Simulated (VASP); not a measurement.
A run of VASP 6.6.1 is set up as follows.

File INCAR:

```
ALGO = Normal
EDIFF = 1E-6
ENCUT = 520
GGA = PE
ISIF = 2
ISMEAR = 0
LASPH = True
LCHARG = False
LREAL = False
LWAVE = False
NBANDS = 38
NELM = 80
PREC = Accurate
SIGMA = 0.1
```

File KPOINTS:

```
k-points
0
Gamma
  4 4 2
```

File POSCAR:

```
Ga2SnSe3
1.0
    3.9406355500      0.0000000000      0.0000000000
    0.0000000000      3.9406355500      0.0000000000
    0.0000000000      0.0000000000      9.6060590300
Ga Sn Se
2 1 3
Direct
    0.0000000000      0.0000000000      0.0094770000
    0.5000000000      0.5000000000      0.4938240100
    0.5000000000      0.5000000000      0.1658110000
    0.0000000000      0.0000000000      0.6709480300
    0.0000000000      0.0000000000      0.3257620000
    0.5000000000      0.5000000000      0.8341779700
```

Potentials or basis: VASP PAW PBE potentials, release 64 (Ga_d, Sn_d, Se).

Command:

```bash
$ cat potpaw_PBE.64/Ga_d/POTCAR potpaw_PBE.64/Sn_d/POTCAR potpaw_PBE.64/Se/POTCAR > POTCAR
$ mpirun -np 1 vasp_std > vasp.out
```

Q: Predict the largest force.

A: 0.869 eV/Å.

Q: What does it give for the band gap on the k mesh?

A: Zero (bands 29 and 30 overlap by 1.56 eV).

Forces in eV/Å, atoms in the order of the input:
```
Ga   0.000  0.000 -0.869
Ga   0.000  0.000  0.573
Sn   0.000  0.000  0.190
Se   0.000  0.000  0.068
Se   0.000  0.000 -0.304
Se   0.000  0.000  0.341
```

Caveat: the k points lie up to 0.40 Å⁻¹ apart, too coarse for converged energies and pressures of a metal; spin-orbit coupling is left out, which moves the levels of the heavy elements.
